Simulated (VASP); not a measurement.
MnSb: single point with PBE

The system is MnSb.

```
CELL_PARAMETERS angstrom
0.00000 2.55068 2.55068
2.55068 0.00000 2.55068
2.55068 2.55068 0.00000
ATOMIC_POSITIONS crystal
Mn 0.00000 0.00000 0.00000
Sb 0.50000 0.50000 0.50000
```

This cell differs from its parent crystal: volume scaled by 0.76.

| Item | Value |
| --- | --- |
| Program | VASP 6.6.1 |
| Task | single point |
| Functional | PBE |
| Potentials or basis | VASP PAW PBE potentials, release 64 (Mn_pv, Sb) |
| Cutoff | 520 eV |
| k mesh | 12 × 12 × 12 |
| Occupations | fermi-dirac, width 0.08 eV |
| Spin | collinear spin, ferromagnetic start |
| Starting moments | [4.0, 0.0] μB |
| Dipole correction | no |
| Further INCAR settings | ALGO = Normal; EDIFF = 1e-06; NBANDS = 20 |

```yaml
Pressure: 26.9 GPa
Net_moment: 2.94 μB per cell
Site_moments: Mn +2.92; Sb -0.08 μB
Valence_electrons_inside_the_program's_atomic_spheres: Mn 11.86; Sb 2.64
```

Levels at points of the mesh, in eV from the Fermi level:
Spin up:
```csv
k point,band 6,band 7,band 8,band 9,band 10,band 11,band 12,band 13,band 14,band 15
"(0.00, 0.00, 0.00)",-2.87,-2.87,-2.44,-2.44,2.21,2.21,2.21,8.01,9.10,9.56
"(0.50, 0.00, 0.00)",-4.04,-4.04,-2.20,-2.20,-1.71,4.53,4.53,5.05,5.82,5.82
"(0.50, 0.50, 0.00)",-3.70,-2.11,-1.97,-1.97,-1.73,-1.73,-0.76,2.77,5.77,15.18
```
Spin down:
```csv
k point,band 3,band 4,band 5,band 6,band 7,band 8,band 9,band 10,band 11,band 12
"(0.00, 0.00, 0.00)",-46.58,-13.27,-0.41,-0.41,-0.41,-0.29,-0.29,2.28,2.28,2.28
"(0.50, 0.00, 0.00)",-46.58,-10.14,-7.04,-2.66,-2.66,0.55,0.55,0.94,5.09,5.64
"(0.50, 0.50, 0.00)",-46.58,-9.69,-5.85,-1.80,-1.58,-1.58,0.16,0.97,0.97,1.18
```

Run time: 47 s on 1 thread of Intel(R) Xeon(R) 6975P-C (Granite Rapids) (shared host), peak memory 0.22 GiB.

Caveat: spin-orbit coupling is left out, which moves the levels of the heavy elements; a cell with one magnetic atom can't hold antiferromagnetic order, which such compounds often take.
